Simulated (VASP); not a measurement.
Crystal: NaI.

```
Na I
1.0
    -0.29082    3.44300    3.44300
     3.44300   -0.29082    3.44300
     3.44300    3.44300   -0.29082
Na I
1 1
Direct
  0.98974 0.98974 0.98974
  0.26026 0.26026 0.26026
```

This cell differs from its parent crystal: epitaxial 111 strain +5.4%.

Base run:

```yaml
Program: VASP 6.6.1
Functional: r2SCAN
Potentials_or_basis: VASP PAW PBE potentials, release 64 (Na_pv, I)
Cutoff: 520 eV
k_mesh: 6 × 6 × 6
Occupations: gaussian, width 0.01 eV
Spin: no spin polarisation
```

Its results: band gap on the k mesh 4.09 eV; pressure -0.5 GPa; largest force 0.007 eV/Å.

Task: The run is repeated on the same cell with these changes: functional from r2SCAN to PBE; occupations from gaussian, width 0.01 eV to fermi-dirac, width 0.02 eV. What comes out?

Result: Band gap on the k mesh 3.50 eV; pressure -0.1 GPa; largest force 0.003 eV/Å.

Caveats: spin-orbit coupling is left out, which moves the levels of the heavy elements; the PAW data sets were made with another functional, which shifts forces and pressure a little (at least some runs).

